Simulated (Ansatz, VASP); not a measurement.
# LiF in VASP and in Ansatz

```
Li F
1.0
     0.00000    2.03384    2.03384
     2.03384    0.00000    2.03384
     2.03384    2.03384    0.00000
Li F
1 1
Cartesian
  2.0338 2.0338 2.0338
  0.0000 0.0000 0.0000
```

Alike in both runs: functional PBE; k mesh 10 × 10 × 10; occupations gaussian, width 0.02 eV; no spin polarisation.

Ansatz relaxed the structure, and its values are those at the end. VASP's run is a single point on that final structure, the one shown.

|  | VASP | Ansatz |
| --- | --- | --- |
| version | VASP 6.6.1 | Ansatz 0.2.0 |
| potentials or method | VASP PAW PBE potentials, release 64 (Li_sv, F), cutoff 520 eV | scalar-relativistic, plane waves, PAW |
| valence electrons in the cell | 10 | 10 |

|  | VASP | Ansatz | Ansatz less VASP |
| --- | --- | --- | --- |
| gap on the k mesh at the Fermi level (eV) | 8.83 | 8.83 | +0.001 |
| least direct gap on the mesh (eV) | 8.83 | 8.83 | +0.001 |

Noted on VASP's run: the cutoff is short for stress, so the pressure is rough.
